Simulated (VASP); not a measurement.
Set up this calculation in VASP 6.6.1, as the native input.

- Task: relaxation of cell and atoms
- Functional: PBE
- Potentials or basis: VASP PAW PBE potentials, release 64 (Sn_d, Bi_d, S)
- Cutoff: 600 eV
- k mesh: 6 × 6 × 2
- Occupations: gaussian, width 0.1 eV
- Spin: no spin polarisation
- Dipole correction: no
- Further INCAR settings: ALGO = Normal; EDIFF = 1e-06; IBRION = 2; EDIFFG = -0.04; NSW = 90; ISIF = 3

The structure of Sn2Bi2S lies in POSCAR:

```
Sn2Bi2S
1.0
    4.7460907500      0.0000000000      0.0000000000
   -2.3730453800      4.1102351600      0.0000000000
    0.0000000000      0.0000000000      7.8836135000
Sn Bi S
2 2 1
Direct
    0.3333333300      0.6666666700      0.6308000100
    0.6666666700      0.3333333300      0.3691999900
    0.3333333300      0.6666666700      0.2508000100
    0.6666666700      0.3333333300      0.7491999900
    0.0000000000      0.0000000000      0.0000000000
```

The cell was generated, and may not be a known phase.

The input as run:

INCAR

```
ALGO = Normal
EDIFF = 1E-6
EDIFFG = -0.04
ENCUT = 600
GGA = PE
IBRION = 2
ISIF = 3
ISMEAR = 0
LASPH = T
LCHARG = F
LREAL = F
LWAVE = F
NELM = 80
NSW = 90
PREC = Accurate
SIGMA = 0.1
```

KPOINTS

```
k-points
0
Gamma
  6 6 2
```

Potentials or basis: VASP PAW PBE potentials, release 64 (Sn_d, Bi_d, S).

The run is started by

```bash
$ cat potpaw_PBE.64/Sn_d/POTCAR potpaw_PBE.64/Bi_d/POTCAR potpaw_PBE.64/S/POTCAR > POTCAR
$ mpirun -np 1 vasp_std > vasp.out
```

It gave:

The relaxed volume is 29.21 Å³/atom, the relaxed cell is a = 4.240 Å, b = 4.240 Å, c = 9.379 Å, α = 90.00°, β = 90.00°, γ = 120.00° and the space group after relaxing (to 0.1 Å) is P-3m1 (No. 164). The energy gained by relaxing is 266.0 meV/atom. The ionic steps are 27 and the pressure after relaxing is 0.1 GPa. The largest force after relaxing is 0.027 eV/Å. The band gap on the k mesh is zero (bands 32 and 33 overlap by 1.91 eV).

Caveat: the k points lie up to 0.33 Å⁻¹ apart in the final cell, too coarse for converged energies and pressures of a metal; a cell axis changed by over 15 % at a fixed basis, so the end point is rough; spin-orbit coupling is left out, which moves the levels of the heavy elements.

It took 15 min on 1 thread of AMD EPYC 9R45 96-Core Processor (Zen 5), on a shared host, peak memory 0.36 GiB.
